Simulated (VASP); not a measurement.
# AlRu (WC type) (P-6m2) in VASP: notebook

AlRu (WC type) is run at these levels: PBE; tasks: single point, relaxation of cell and atoms.

All numbers are computed with VASP 6.6.1; they aren't measurements. Logs are shortened: lines on timing, memory, paths and dates and some standing lists are left out, and cuts for length are marked.

### Step 1. The cell of the first run

The structure is hexagonal, space group P-6m2 (No. 187). The conventional cell has a = 2.832 Å, b = 2.832 Å, c = 3.848 Å, α = 90.00°, β = 90.00°, γ = 120.00°. Ru (site symmetry -6m2) has 6 Al at 2.52 Å and 6 Ru at 2.83 Å within 3.3 Å. Within 3.3 Å of Al (site symmetry -6m2) lie 6 Ru at 2.52 Å and 6 Al at 2.83 Å.

### Step 2. Single point, PBE

Contents of INCAR:

```
  PREC = Accurate
  ENCUT = 520
  EDIFF = 1E-7
  ISMEAR = -1
  SIGMA = 0.1
  LREAL = False
  LASPH = True
  NELM = 80
  ALGO = Normal
  ISIF = 2
  LWAVE = False
  LCHARG = True
  GGA = PE
  LELF = True
  LVHAR = True
  NBANDS = 16
```

Contents of KPOINTS:

```
Automatic mesh
0
Gamma
  14 14 12
```

Contents of POSCAR:

```
AlRu
1.0
    2.8316316532      0.0000000000      0.0000000000
   -1.4158158266      2.4522649458      0.0000000000
    0.0000000000      0.0000000000      3.8477838175
Ru Al
1 1
Direct
    0.0000000000      0.0000000000      0.0000000000
    0.3333333333      0.6666666667      0.5000000000
```

Potentials or basis: VASP PAW PBE potentials, release 64 (Ru_pv, Al).

Command:

```
> cat potpaw_PBE.64/Ru_pv/POTCAR potpaw_PBE.64/Al/POTCAR > POTCAR
> mpirun -np 1 vasp_std > vasp.out
```

OUTCAR:

```text
PREC = Accurate
   ENCUT = 520
   EDIFF = 1E-7
   ISMEAR = -1
   LREAL = False
   LASPH = True
   NELM = 80
   ISIF = 2
   GGA = PE

 ion  position               nearest neighbor table
   1  0.000  0.000  0.000-   2 2.52   2 2.52   2 2.52   2 2.52   2 2.52   2 2.52
   2  0.333  0.667  0.500-   1 2.52   1 2.52   1 2.52   1 2.52   1 2.52   1 2.52

  LATTYP: Found a hexagonal cell.
 ALAT       =     2.8316316532
 C/A-ratio  =     1.3588574676

  Lattice vectors:

 A1 = (   2.8316316532,   0.0000000000,   0.0000000000)
 A2 = (  -1.4158158266,   2.4522649458,   0.0000000000)
 A3 = (   0.0000000000,   0.0000000000,   3.8477838175)

Analysis of symmetry for initial positions (statically):
=====================================================================
 Subroutine PRICEL returns:
 Original cell was already a primitive cell.

 Routine SETGRP: Setting up the symmetry group for a
 hexagonal supercell.

 Subroutine GETGRP returns: Found 12 space group operations
 (whereof 12 operations were pure point group operations)
 out of a pool of 24 trial point group operations.

The static configuration has the point symmetry D_3h.

Analysis of symmetry for dynamics (positions and initial velocities):
=====================================================================
 Subroutine PRICEL returns:
 Original cell was already a primitive cell.

 Routine SETGRP: Setting up the symmetry group for a
 hexagonal supercell.

 Subroutine GETGRP returns: Found 12 space group operations
 (whereof 12 operations were pure point group operations)
 out of a pool of 24 trial point group operations.

The dynamic configuration has the point symmetry D_3h.

 Subroutine INISYM returns: Found 12 space group operations
 (whereof 12 operations are pure point group operations),
 and found     1 'primitive' translations

----------------------------------------------------------------------------------------

                                     Primitive cell

  volume of cell :      26.7187

  direct lattice vectors                    reciprocal lattice vectors
     2.831631653  0.000000000  0.000000000     0.353153278  0.203893140  0.000000000
    -1.415815827  2.452264946  0.000000000     0.000000000  0.407786280  0.000000000
     0.000000000  0.000000000  3.847783817     0.000000000  0.000000000  0.259889861

  length of vectors
     2.831631653  2.831631653  3.847783817     0.407786280  0.407786280  0.259889861

  position of ions in fractional coordinates (direct lattice)
     0.000000000  0.000000000  0.000000000
     0.333333333  0.666666667  0.500000000

  ion indices of the primitive-cell ions
   primitive index   ion index
                 1           1
                 2           2

----------------------------------------------------------------------------------------

 KPOINTS: Automatic mesh

Automatic generation of k-mesh.
 Grid dimensions read from file:
 generate k-points for:   14   14   12

 Generating k-lattice:

  Cartesian coordinates                     Fractional coordinates (reciprocal lattice)
     0.025225234  0.014563796  0.000000000     0.071428571  0.000000000  0.000000000
     0.000000000  0.029127591  0.000000000     0.000000000  0.071428571  0.000000000
     0.000000000  0.000000000  0.021657488     0.000000000  0.000000000  0.083333333

  Length of vectors
     0.029127591  0.029127591  0.021657488

  Shift w.r.t. Gamma in fractional coordinates (k-lattice)
     0.000000000  0.000000000  0.000000000

 Subroutine IBZKPT returns following result:
 ===========================================

 Found    168 irreducible k-points:

 Following reciprocal coordinates:
            Coordinates               Weight
  0.000000  0.000000  0.000000      1.000000
  0.071429 -0.000000  0.000000      6.000000
  0.142857 -0.000000  0.000000      6.000000
  0.214286 -0.000000  0.000000      6.000000
  0.285714 -0.000000  0.000000      6.000000
  0.357143  0.000000  0.000000      6.000000
[... 16 lines left out ...]
  0.285714  0.285714  0.000000      6.000000
  0.357143  0.285714  0.000000      6.000000
 [... further k-points ...]
   k-points           NKPTS =    168   k-points in BZ     NKDIM =    168   number of bands    NBANDS=     16
   number of dos      NEDOS =    301   number of ions     NIONS =      2
   total plane-waves  NPLWV =  17280
   dimension x,y,z NGX =    24 NGY =   24 NGZ =   30
   dimension x,y,z NGXF=    48 NGYF=   48 NGZF=   60
   ions per type =               1   1
   NGX,Y,Z   is equivalent  to a cutoff of  14.09, 14.09, 12.96 a.u.
   NGXF,Y,Z  is equivalent  to a cutoff of  28.18, 28.18, 25.92 a.u.
 SYSTEM =  unknown system
   PREC   = accura    normal or accurate (medium, high low for compatibility)
   ISTART =      0    job   : 0-new  1-cont  2-samecut
   ICHARG =      2    charge: 1-file 2-atom 10-const
   ISPIN  =      1    spin polarized calculation?
   LNONCOLLINEAR =      F non collinear calculations
   LSORBIT =      F    spin-orbit coupling
   LASPH  =      T    aspherical Exc in radial PAW
   ENCUT  =  520.0 eV  38.22 Ry    6.18 a.u.   5.26  5.26  7.15*2*pi/ulx,y,z
   NELM   =     80;   NELMIN=  2; NELMDL= -5     # of ELM steps
   EDIFF  = 0.1E-06   stopping-criterion for ELM
   LREAL  =      F    real-space projection
   EDIFFG = 0.1E-05   stopping-criterion for IOM
   NSW    =      0    number of steps for IOM
   IBRION =     -1    ionic relax: 0-MD 1-quasi-New 2-CG
   NFREE  =      0    steps in history (QN), initial steepest desc. (CG)
   ISIF   =      2    stress and relaxation
   ISYM   =      2    0-nonsym 1-usesym 2-fastsym
   POTIM  = 0.5000    time-step for ionic-motion
   TEBEG  =    0.0;   TEEND  =   0.0 temperature during run
   PSTRESS=    0.0 pullay stress
   NELECT =      17.0000    total number of electrons
   NUPDOWN=      -1.0000    fix difference up-down
   EMIN   =  10.00;   EMAX   =-10.00  energy-range for DOS
   EFERMI =   0.00;   METHOD = LEGACY
   ISMEAR =    -1;   SIGMA  =   0.10  broadening in eV -4-tet -1-fermi 0-gaus
   EFERMI_NEDOS =   21; number of points for ismear=-14 and -15
   IALGO  =     38    algorithm
   IMIX   =      4    mixing-type and parameters
     AMIX     =   0.40;   BMIX     =  1.00
     AMIX_MAG =   1.60;   BMIX_MAG =  1.00
  volume/ion in A,a.u.               =      13.36        90.15
  Fermi-wavevector in a.u.,A,eV,Ry     =   1.408055  2.660838 26.975157  1.982618
  Thomas-Fermi vector in A             =   2.530251
   LORBIT       =      0    0 simple, 1 ext, 2 COOP (PROOUT), +10 PAW based schemes
   GGA     = PE    functional components
   LHFCALC =     F    Hartree Fock is set to
   AEXX    =    0.0000 exact exchange contribution
   IVDW    =     0    specifies the selected vdW correction
   LEPSILON=     F    determine dielectric tensor
   LRPA    =     F    only Hartree local field effects (RPA)
 non-spin polarized calculation
  energy-cutoff  :      520.00
  volume of cell :       26.72
 maximum number of plane-waves:       740
 NGX is ok and might be reduce to    24
   NGX = 11   NGY = 11   NGZ = 15

 number of electron      17.0000001 magnetization

 Free energy of the ion-electron system (eV)
  ---------------------------------------------------
  ext. energy  EPLUGINS =         0.00000000
  ---------------------------------------------------
  free energy    TOTEN  =       -13.87802571 eV

  energy without entropy =      -13.84359640  energy(sigma->0) =      -13.86081105

 E-fermi :  11.0140     XC(G=0): -12.5620

 val. band max:       11.0097298013   @ k =   0.2857  -0.0000   0.2500
 cond. band min:      11.0195298895   @ k =   0.2857  -0.0000   0.3333
 fundamental gap:      0.0098000882
 Fermi energy:        11.0140200951

 k-point     1 :       0.0000    0.0000    0.0000
  band No.  band energies     occupation
      1     -31.0960      2.00000
      2     -31.0106      2.00000
      3     -31.0106      2.00000
      4       0.9100      2.00000
      5       6.6315      2.00000
      6       9.2004      2.00000
[... 8 lines left out ...]
     15      24.4100      0.00000
     16      25.5033      0.00000

 k-point     2 :       0.0714   -0.0000    0.0000
  band No.  band energies     occupation
      1     -31.0924      2.00000
      2     -31.0355      2.00000
      3     -31.0165      2.00000
      4       1.0455      2.00000
      5       6.7490      2.00000
      6       9.0772      2.00000
[... 8 lines left out ...]
     15      24.2981      0.00000
     16      26.3447      0.00000

 k-point     3 :       0.1429   -0.0000    0.0000
  band No.  band energies     occupation
      1     -31.1048      2.00000
      2     -31.0822      2.00000
      3     -31.0329      2.00000
      4       1.4441      2.00000
      5       7.0564      2.00000
      6       8.7821      2.00000
[... 8 lines left out ...]
     15      24.2376      0.00000
     16      26.6862      0.00000

 k-point     4 :       0.2143   -0.0000    0.0000
  band No.  band energies     occupation
      1     -31.2040      2.00000
      2     -31.0676      2.00000
      3     -31.0565      2.00000
      4       2.0819      2.00000
      5       7.3450      2.00000
      6       8.4502      2.00000
[... 8 lines left out ...]
     15      24.0364      0.00000
     16      25.3565      0.00000
[... 324 lines left out ...]
 k-point    22 :       0.3571    0.2143    0.0000
  band No.  band energies     occupation
      1     -31.4319      2.00000
      2     -31.2441      2.00000
      3     -31.0171      2.00000
      4       5.9854      2.00000
      5       7.2654      2.00000
      6       7.5146      2.00000
[... 8 lines left out ...]
     15      22.8280      0.00000
     16      24.9467      0.00000

 k-point    23 :       0.2857    0.2857    0.0000
  band No.  band energies     occupation
      1     -31.4045      2.00000
      2     -31.2787      2.00000
      3     -31.0163      2.00000
      4       6.0861      2.00000
      5       7.2952      2.00000
      6       7.6837      2.00000
[... 8 lines left out ...]
     15      22.7102      0.00000
     16      24.7337      0.00000

 k-point    24 :       0.3571    0.2857    0.0000
  band No.  band energies     occupation
      1     -31.3883      2.00000
      2     -31.3137      2.00000
      3     -31.0140      2.00000
      4       6.6502      2.00000
      5       7.2650      2.00000
      6       7.7054      2.00000
[... 8 lines left out ...]
     15      22.6581      0.00000
     16      23.9711      0.00000

 [... further k-points ...]
[... 5 lines left out ...]
  --------------------------------------------------------------------------------------
  -------------------------------------------------------------------------------------
  Total        1.9952532      1.9952532      1.9992808     -0.0000000     -0.0000000      0.0000000
  in kB      119.6447882    119.6447882    119.8862995     -0.0000000     -0.0000000      0.0000000
  external PRESSURE =     119.7252920 kB  Pullay stress =       0.0000000 kB

 VOLUME and BASIS-vectors are now :
 -----------------------------------------------------------------------------
  energy-cutoff  :      520.00
  volume of cell :       26.72
      direct lattice vectors                 reciprocal lattice vectors
     2.831631653  0.000000000  0.000000000     0.353153278  0.203893140  0.000000000
    -1.415815827  2.452264946  0.000000000     0.000000000  0.407786280  0.000000000
     0.000000000  0.000000000  3.847783817     0.000000000  0.000000000  0.259889861

 POSITION                                       TOTAL-FORCE (eV/Angst)
 -----------------------------------------------------------------------------------
      0.00000      0.00000      0.00000        -0.000000      0.000000      0.000000
     -0.00000      1.63484      1.92389         0.000000     -0.000000      0.000000
 -----------------------------------------------------------------------------------
    total drift:                                0.000000     -0.000000      0.000000

  FREE ENERGIE OF THE ION-ELECTRON SYSTEM (eV)
  ---------------------------------------------------
  free  energy   TOTEN  =       -13.8780257098 eV

  energy  without entropy=      -13.8435963978  energy(sigma->0) =      -13.86081105
```

Wall time 24 s (1 thread of Intel Xeon 6975P-C (Granite Rapids), shared host); peak memory 0.2 GiB.

Results:

| Quantity | Value |
| --- | --- |
| Free energy | -13.8780 eV |
| Pressure | 12.0 GPa |

Levels at points of the mesh, in eV from the Fermi level:
```
           k point  band 5  band 6  band 7  band 8  band 9  band 10  band 11  band 12
(0.00, 0.00, 0.00)   -4.38   -1.81   -1.81    0.03    0.04     0.04     6.77    11.64
(0.50, 0.00, 0.00)   -3.96   -3.95   -3.30   -0.77    1.57     3.74     6.01     7.22
(0.00, 0.00, 0.50)   -6.37   -2.03   -1.77   -1.77   -0.27    -0.27    10.10    11.64
(0.50, 0.00, 0.50)   -4.61   -2.36   -1.23   -0.87    0.40     1.58     4.23     6.45
```

### Step 3. Single point, PBE

Contents of INCAR:

```
PREC = Accurate ; ENCUT = 520
EDIFF = 1E-6 ; ISMEAR = -1
SIGMA = 0.1 ; LREAL = F
LASPH = T ; NELM = 100
ALGO = Normal ; ISIF = 2
LWAVE = F ; LCHARG = F
GGA = PE ; NBANDS = 16
```

Contents of KPOINTS:

```
regular mesh
0
Gamma
  14 14 12
```

Contents of POSCAR:

```
AlRu
1.0
    2.8310165904      0.0000000000      0.0000000000
   -1.4155082952      2.4517322858      0.0000000000
    0.0000000000      0.0000000000      3.8480277206
Ru Al
1 1
Direct
    0.0000000000      0.0000000000      0.0000000000
    0.3333333333      0.6666666667      0.5000000000
```

Potentials or basis: VASP PAW PBE potentials, release 64 (Ru_pv, Al).

Command:

```
> cat potpaw_PBE.64/Ru_pv/POTCAR potpaw_PBE.64/Al/POTCAR > POTCAR
> mpirun -np 1 vasp_std > vasp.out
```

OUTCAR:

```text
PREC = Accurate
   ENCUT = 520
   EDIFF = 1E-6
   ISMEAR = -1
   LREAL = F
   LASPH = T
   NELM = 100
   ISIF = 2
   GGA = PE

 ion  position               nearest neighbor table
   1  0.000  0.000  0.000-   2 2.52   2 2.52   2 2.52   2 2.52   2 2.52   2 2.52
   2  0.333  0.667  0.500-   1 2.52   1 2.52   1 2.52   1 2.52   1 2.52   1 2.52

  LATTYP: Found a hexagonal cell.
 ALAT       =     2.8310165904
 C/A-ratio  =     1.3592388450

  Lattice vectors:

 A1 = (   2.8310165904,   0.0000000000,   0.0000000000)
[... 191 lines left out ...]
      6       9.2054      2.00000
[... 433 lines left out ...]
      3     -31.0089      2.00000
      4       6.6548      2.00000
      5       7.2706      2.00000
      6       7.7099      2.00000
[... 8 lines left out ...]
     15      22.6632      0.00000
     16      23.9813      0.00000

 [... further k-points ...]
[... 5 lines left out ...]
  --------------------------------------------------------------------------------------
  -------------------------------------------------------------------------------------
  Total        2.0138282      2.0138282      2.0074171     -0.0000000      0.0000000      0.0000000
  in kB      120.8034513    120.8034513    120.4188692     -0.0000000      0.0000000      0.0000000
  external PRESSURE =     120.6752573 kB  Pullay stress =       0.0000000 kB

 VOLUME and BASIS-vectors are now :
 -----------------------------------------------------------------------------
  energy-cutoff  :      520.00
  volume of cell :       26.71
      direct lattice vectors                 reciprocal lattice vectors
     2.831016590  0.000000000  0.000000000     0.353230003  0.203937438  0.000000000
    -1.415508295  2.451732286  0.000000000     0.000000000  0.407874875  0.000000000
     0.000000000  0.000000000  3.848027721     0.000000000  0.000000000  0.259873388

 POSITION                                       TOTAL-FORCE (eV/Angst)
 -----------------------------------------------------------------------------------
      0.00000      0.00000      0.00000        -0.000000     -0.000000      0.000000
     -0.00000      1.63449      1.92401         0.000000      0.000000      0.000000
 -----------------------------------------------------------------------------------
    total drift:                                0.000000     -0.000000      0.000000

  FREE ENERGIE OF THE ION-ELECTRON SYSTEM (eV)
  ---------------------------------------------------
  free  energy   TOTEN  =       -13.8772776795 eV

  energy  without entropy=      -13.8428061714  energy(sigma->0) =      -13.86004193
```

stdout:

```text
POSCAR found type information on POSCAR RuAl
 POSCAR found :  2 types and       2 ions
 scaLAPACK will be used
 LDA part: xc-table for (Slater+PW92), standard interpolation
 POSCAR, INCAR and KPOINTS ok, starting setup
 FFT: planning ... GRIDC
 FFT: planning ... GRID_SOFT
 FFT: planning ... GRID
 WAVECAR not read
 entering main loop
```

It took 20 s on 1 thread of Intel Xeon 6975P-C (Granite Rapids), shared host; peak memory 0.19 GiB.

Results:

- Free energy: -13.8773 eV
- Pressure: 12.1 GPa

[end of part 1 of 2]
